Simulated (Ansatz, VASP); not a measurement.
One calculation of AlN, two programs

The input INCAR:

```
  PREC = Accurate
  ENCUT = 600
  EDIFF = 1E-6
  ISMEAR = -1
  SIGMA = 0.05
  LREAL = False
  LASPH = True
  NELM = 120
  ALGO = Normal
  ISIF = 2
  LWAVE = False
  LCHARG = False
  GGA = PE
  ALDAC = 0.0
  AGGAC = 0.0
  NBANDS = 11
  GGA_COMPAT = False
```

The input KPOINTS:

```
Automatic mesh
0
Gamma
  10 10 10
```

File POSCAR:

```
AlN
1.0
    0.0000000000      2.2268278375      2.2268278375
    2.2268278375      0.0000000000      2.2268278375
    2.2268278375      2.2268278375      0.0000000000
Al N
1 1
Direct
    0.0000000000      0.0000000000      0.0000000000
    0.2500000000      0.2500000000      0.2500000000
```

Contents of input.yaml:

```yaml
crystal:
  lattice:
    - [0.0, 2.2268278375, 2.2268278375]
    - [2.2268278375, 0.0, 2.2268278375]
    - [2.2268278375, 2.2268278375, 0.0]
  atoms:
    - { symbol: Al, position: [0.0, 0.0, 0.0] }
    - { symbol: "N", position: [0.25, 0.25, 0.25] }
hamiltonian:
  xc: { exchange: pbe, correlation: none }
  pseudopotentials: { kind: paw }
kpoints:
  mp_grid: { grid: [10, 10, 10] }
scf:
  occupations: { method: fermi_dirac, width: 0.05 }
output:
  forces: true
  stress: true
  eigenvalues: true
```

Alike in both runs: task single point; functional PBE exchange alone; k mesh 10 × 10 × 10; occupations fermi-dirac, width 0.05 eV; no spin polarisation.

|  | VASP | Ansatz |
| --- | --- | --- |
| version | VASP 6.6.1 | Ansatz 0.2.0 |
| potentials or method | VASP PAW PBE potentials, release 64 (Al, N) | Ansatz PAW |
| plane-wave cutoff (eV) | 600 | 420 |
| valence electrons in the cell | 8 | 8 |

Ansatz gave:

| Item | Value |
| --- | --- |
| gap on the k mesh at the Fermi level (eV) | 3.63 |
| least direct gap on the mesh (eV) | 3.99 |
| pressure (GPa) | 6.9 |

**Question.** Estimate VASP's values.

**Answer.** gap on the k mesh at the Fermi level (eV): 3.62; least direct gap on the mesh (eV): 3.98; pressure (GPa): 6.9.

VASP's potentials were made for PBE, not for PBE exchange alone. The functional is the same, so the differences come from potentials, cutoffs and numerics.
